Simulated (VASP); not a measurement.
# TaAs (I4_1md) in VASP: a series of runs

Aim: see how the results for TaAs move with the level of theory and the settings. Levels: PBE, LDA. Tasks: single point.

All numbers are computed with VASP 6.6.1; they aren't measurements. Logs are shortened: lines on timing, memory, paths and dates and some standing lists are left out, and cuts for length are marked.

## 1. The cell of the first run

It takes space group I4_1md (No. 109, tetragonal). Conventional cell: a = 3.462 Å, b = 3.462 Å, c = 11.747 Å, α = 90.00°, β = 90.00°, γ = 90.00°. Ta (site symmetry 2mm) has 6 As at 2.62 to 2.63 Å and 8 Ta at 3.41 to 3.46 Å within 3.5 Å. Within 3.5 Å of As (site symmetry 2mm) lie 6 Ta at 2.62 to 2.63 Å and 8 As at 3.41 to 3.46 Å.

## 2. Single point, PBE

The input, INCAR:

```
PREC = Accurate ; ENCUT = 510
EDIFF = 1E-6 ; ISMEAR = -1
SIGMA = 0.02 ; LREAL = False
LASPH = True ; NELM = 120
ALGO = Normal ; ISIF = 2
LWAVE = False ; LCHARG = False
GGA = PE ; NBANDS = 36
GGA_COMPAT = False
```

The input, KPOINTS:

```
Automatic mesh
0
Gamma
  8 8 8
```

The input, POSCAR:

```
TaAs
1.0
   -1.7308657351      1.7308657351      5.8732723510
    1.7308657351     -1.7308657351      5.8732723510
    1.7308657351      1.7308657351     -5.8732723510
Ta As
2 2
Direct
    0.5001644894      1.0001644894      0.5000000000
    0.7501644894      0.7501644894      0.0000000000
    0.0824349306      0.5824349306      0.5000000000
    0.3324349306      0.3324349306      0.0000000000
```

Potentials or basis: VASP PAW PBE potentials, release 64 (Ta_sv_GW, As_d).

Command:

```bash
cat potpaw_PBE.64/Ta_sv_GW/POTCAR potpaw_PBE.64/As_d/POTCAR > POTCAR
mpirun -np 1 vasp_std > vasp.out
```

OUTCAR:

```text
PREC = Accurate
   ENCUT = 510
   EDIFF = 1E-6
   ISMEAR = -1
   LREAL = False
   LASPH = True
   NELM = 120
   ISIF = 2
   GGA = PE

 ion  position               nearest neighbor table
   1  0.500  0.000  0.500-   4 2.62   4 2.62   3 2.63   3 2.63   3 2.63   3 2.63
   2  0.750  0.750  0.000-   3 2.62   3 2.62   4 2.63   4 2.63   4 2.63   4 2.63
   3  0.082  0.582  0.500-   2 2.62   2 2.62   1 2.63   1 2.63   1 2.63   1 2.63
   4  0.332  0.332  0.000-   1 2.62   1 2.62   2 2.63   2 2.63   2 2.63   2 2.63

  LATTYP: Found a body centered tetragonal cell.
 ALAT       =     3.4617314702
 C/A-ratio  =     3.3932570458

  Lattice vectors:

 A1 = (  -1.7308657351,   1.7308657351,   5.8732723510)
 A2 = (   1.7308657351,  -1.7308657351,   5.8732723510)
 A3 = (   1.7308657351,   1.7308657351,  -5.8732723510)

Analysis of symmetry for initial positions (statically):
=====================================================================
 Subroutine PRICEL returns:
 Original cell was already a primitive cell.

 Routine SETGRP: Setting up the symmetry group for a
 body centered tetragonal supercell.

 Subroutine GETGRP returns: Found  8 space group operations
 (whereof  4 operations were pure point group operations)
 out of a pool of 16 trial point group operations.

The static configuration has the point symmetry C_2v.
 The point group associated with its full space group is C_4v.

Analysis of symmetry for dynamics (positions and initial velocities):
=====================================================================
 Subroutine PRICEL returns:
 Original cell was already a primitive cell.

 Routine SETGRP: Setting up the symmetry group for a
 body centered tetragonal supercell.

 Subroutine GETGRP returns: Found  8 space group operations
 (whereof  4 operations were pure point group operations)
 out of a pool of 16 trial point group operations.

The dynamic configuration has the point symmetry C_2v.
 The point group associated with its full space group is C_4v.

 Subroutine INISYM returns: Found  8 space group operations
 (whereof  4 operations are pure point group operations),
 and found     1 'primitive' translations

----------------------------------------------------------------------------------------

                                     Primitive cell

  volume of cell :      70.3829

  direct lattice vectors                    reciprocal lattice vectors
    -1.730865735  1.730865735  5.873272351     0.000000000  0.288872782  0.085131417
     1.730865735 -1.730865735  5.873272351     0.288872782  0.000000000  0.085131417
     1.730865735  1.730865735 -5.873272351     0.288872782  0.288872782  0.000000000

  length of vectors
     6.362949041  6.362949041  6.362949041     0.301155844  0.301155844  0.408527806

  position of ions in fractional coordinates (direct lattice)
     0.500164489  0.000164489  0.500000000
     0.750164489  0.750164489  0.000000000
     0.082434931  0.582434931  0.500000000
     0.332434931  0.332434931  0.000000000

  ion indices of the primitive-cell ions
   primitive index   ion index
                 1           1
                 2           2
                 3           3
                 4           4

----------------------------------------------------------------------------------------

 KPOINTS: Automatic mesh

Automatic generation of k-mesh.
 Grid dimensions read from file:
 generate k-points for:    8    8    8

 Generating k-lattice:

  Cartesian coordinates                     Fractional coordinates (reciprocal lattice)
     0.000000000  0.036109098  0.010641427     0.125000000  0.000000000 -0.000000000
     0.036109098  0.000000000  0.010641427     0.000000000  0.125000000 -0.000000000
     0.036109098  0.036109098  0.000000000     0.000000000  0.000000000  0.125000000

  Length of vectors
     0.037644480  0.037644480  0.051065976

  Shift w.r.t. Gamma in fractional coordinates (k-lattice)
     0.000000000  0.000000000  0.000000000

 Subroutine IBZKPT returns following result:
 ===========================================

 Found     59 irreducible k-points:

 Following reciprocal coordinates:
            Coordinates               Weight
  0.000000  0.000000  0.000000      1.000000
  0.125000  0.000000 -0.000000      8.000000
  0.250000  0.000000 -0.000000      8.000000
  0.375000  0.000000 -0.000000      8.000000
  0.500000  0.000000 -0.000000      4.000000
  0.125000  0.125000 -0.000000      8.000000
[... 16 lines left out ...]
  0.250000  0.125000  0.125000     16.000000
  0.375000  0.125000  0.125000      8.000000
 [... further k-points ...]
   k-points           NKPTS =     59   k-points in BZ     NKDIM =     59   number of bands    NBANDS=     36
   number of dos      NEDOS =    301   number of ions     NIONS =      4
   total plane-waves  NPLWV = 110592
   dimension x,y,z NGX =    48 NGY =   48 NGZ =   48
   dimension x,y,z NGXF=    96 NGYF=   96 NGZF=   96
   ions per type =               2   2
   NGX,Y,Z   is equivalent  to a cutoff of  12.54, 12.54, 12.54 a.u.
   NGXF,Y,Z  is equivalent  to a cutoff of  25.08, 25.08, 25.08 a.u.
 SYSTEM =  unknown system
   PREC   = accura    normal or accurate (medium, high low for compatibility)
   ISTART =      0    job   : 0-new  1-cont  2-samecut
   ICHARG =      2    charge: 1-file 2-atom 10-const
   ISPIN  =      1    spin polarized calculation?
   LNONCOLLINEAR =      F non collinear calculations
   LSORBIT =      F    spin-orbit coupling
   LASPH  =      T    aspherical Exc in radial PAW
   ENCUT  =  510.0 eV  37.48 Ry    6.12 a.u.  11.72 11.72 11.72*2*pi/ulx,y,z
   NELM   =    120;   NELMIN=  2; NELMDL= -5     # of ELM steps
   EDIFF  = 0.1E-05   stopping-criterion for ELM
   LREAL  =      F    real-space projection
   EDIFFG = 0.1E-04   stopping-criterion for IOM
   NSW    =      0    number of steps for IOM
   IBRION =     -1    ionic relax: 0-MD 1-quasi-New 2-CG
   NFREE  =      0    steps in history (QN), initial steepest desc. (CG)
   ISIF   =      2    stress and relaxation
   ISYM   =      2    0-nonsym 1-usesym 2-fastsym
   POTIM  = 0.5000    time-step for ionic-motion
   TEBEG  =    0.0;   TEEND  =   0.0 temperature during run
   PSTRESS=    0.0 pullay stress
   NELECT =      56.0000    total number of electrons
   NUPDOWN=      -1.0000    fix difference up-down
   EMIN   =  10.00;   EMAX   =-10.00  energy-range for DOS
   EFERMI =   0.00;   METHOD = LEGACY
   ISMEAR =    -1;   SIGMA  =   0.02  broadening in eV -4-tet -1-fermi 0-gaus
   EFERMI_NEDOS =   21; number of points for ismear=-14 and -15
   IALGO  =     38    algorithm
   IMIX   =      4    mixing-type and parameters
     AMIX     =   0.40;   BMIX     =  1.00
     AMIX_MAG =   1.60;   BMIX_MAG =  1.00
  volume/ion in A,a.u.               =      17.60       118.74
  Fermi-wavevector in a.u.,A,eV,Ry     =   1.516987  2.866690 31.310403  2.301250
  Thomas-Fermi vector in A             =   2.626303
   LORBIT       =      0    0 simple, 1 ext, 2 COOP (PROOUT), +10 PAW based schemes
   GGA     = PE    functional components
   LHFCALC =     F    Hartree Fock is set to
   AEXX    =    0.0000 exact exchange contribution
   IVDW    =     0    specifies the selected vdW correction
   LEPSILON=     F    determine dielectric tensor
   LRPA    =     F    only Hartree local field effects (RPA)
 non-spin polarized calculation
  energy-cutoff  :      510.00
  volume of cell :       70.38
 maximum number of plane-waves:      1860
   NGX = 23   NGY = 23   NGZ = 23

 number of electron      56.0000006 magnetization

 Free energy of the ion-electron system (eV)
  ---------------------------------------------------
  ext. energy  EPLUGINS =         0.00000000
  ---------------------------------------------------
  free energy    TOTEN  =       -40.12365407 eV

  energy without entropy =      -40.12205983  energy(sigma->0) =      -40.12285695

 E-fermi :   8.4536     XC(G=0): -12.4880

 val. band max:        8.4305430973   @ k =  -0.2500   0.2500   0.2500
 cond. band min:       8.4784263942   @ k =  -0.2500   0.5000   0.2500
 fundamental gap:      0.0478832969
 Fermi energy:         8.4535731247

 k-point     1 :       0.0000    0.0000    0.0000
  band No.  band energies     occupation
      1     -60.0431      2.00000
      2     -60.0336      2.00000
      3     -27.3064      2.00000
      4     -27.3064      2.00000
      5     -27.2758      2.00000
      6     -27.2692      2.00000
[... 28 lines left out ...]
     35      12.4455      0.00000
     36      12.4654      0.00000

 k-point     2 :       0.1250    0.0000   -0.0000
  band No.  band energies     occupation
      1     -60.0423      2.00000
      2     -60.0333      2.00000
      3     -27.3107      2.00000
      4     -27.3084      2.00000
      5     -27.2745      2.00000
      6     -27.2686      2.00000
[... 28 lines left out ...]
     35      12.2772      0.00000
     36      13.1144      0.00000

 k-point     3 :       0.2500    0.0000   -0.0000
  band No.  band energies     occupation
      1     -60.0402      2.00000
      2     -60.0326      2.00000
      3     -27.3206      2.00000
      4     -27.3094      2.00000
      5     -27.2829      2.00000
      6     -27.2737      2.00000
[... 28 lines left out ...]
     35      12.8469      0.00000
     36      14.4143      0.00000
[... 742 lines left out ...]
 k-point    23 :       0.2500    0.1250    0.1250
  band No.  band energies     occupation
      1     -60.0352      2.00000
      2     -60.0308      2.00000
      3     -27.3343      2.00000
      4     -27.3104      2.00000
      5     -27.2964      2.00000
      6     -27.2904      2.00000
[... 28 lines left out ...]
     35      12.9908      0.00000
     36      13.8817      0.00000

 k-point    24 :       0.3750    0.1250    0.1250
  band No.  band energies     occupation
      1     -60.0341      2.00000
      2     -60.0307      2.00000
      3     -27.3389      2.00000
      4     -27.3117      2.00000
      5     -27.2986      2.00000
      6     -27.2881      2.00000
[... 28 lines left out ...]
     35      13.0258      0.00000
     36      13.4880      0.00000

 [... further k-points ...]

------------------------ aborting loop because EDIFF is reached ----------------------------------------

  FORCE on cell =-STRESS in cart. coord.  units (eV):
  Direction    XX          YY          ZZ          XY          YZ          ZX
  --------------------------------------------------------------------------------------
  -------------------------------------------------------------------------------------
  Total       -0.0856971     -0.0856971     -0.0645126      0.0000000      0.0000000      0.0000000
  in kB       -1.9507878     -1.9507878     -1.4685494      0.0000000      0.0000000      0.0000000
  external PRESSURE =      -1.7900416 kB  Pullay stress =       0.0000000 kB

 VOLUME and BASIS-vectors are now :
 -----------------------------------------------------------------------------
  energy-cutoff  :      510.00
  volume of cell :       70.38
      direct lattice vectors                 reciprocal lattice vectors
    -1.730865735  1.730865735  5.873272351     0.000000000  0.288872782  0.085131417
     1.730865735 -1.730865735  5.873272351     0.288872782  0.000000000  0.085131417
     1.730865735  1.730865735 -5.873272351     0.288872782  0.288872782  0.000000000

 POSITION                                       TOTAL-FORCE (eV/Angst)
 -----------------------------------------------------------------------------------
      0.00000      1.73087      0.00193         0.000000      0.000000     -0.002204
      0.00000      0.00000      8.81184         0.000000      0.000000     -0.002204
      1.73087     -0.00000      0.96833        -0.000000      0.000000      0.002204
      0.00000      0.00000      3.90496         0.000000     -0.000000      0.002204
 -----------------------------------------------------------------------------------
    total drift:                               -0.000002     -0.000002      0.001703

  FREE ENERGIE OF THE ION-ELECTRON SYSTEM (eV)
  ---------------------------------------------------
  free  energy   TOTEN  =       -40.1236540669 eV

  energy  without entropy=      -40.1220598261  energy(sigma->0) =      -40.12285695
```

It took 11 min on 1 thread of AMD EPYC 7R43 (Zen 3), shared host; peak memory 0.36 GiB.

What came out:

```yaml
Free_energy: -40.1237 eV
Pressure: -0.2 GPa
Band_gap_on_the_k_mesh: zero (bands 28 and 29 overlap by 0.05 eV)
```

Forces on the atoms (eV/Å):
```
Ta   0.000  0.000 -0.002
Ta   0.000  0.000 -0.002
As   0.000  0.000  0.002
As   0.000  0.000  0.002
```

Caveat: spin-orbit coupling is left out, which moves the levels of the heavy elements.

(Part 1 of 2 ends here.)

The gap in the log of VASP goes by the Fermi energy; the results here count the filled bands.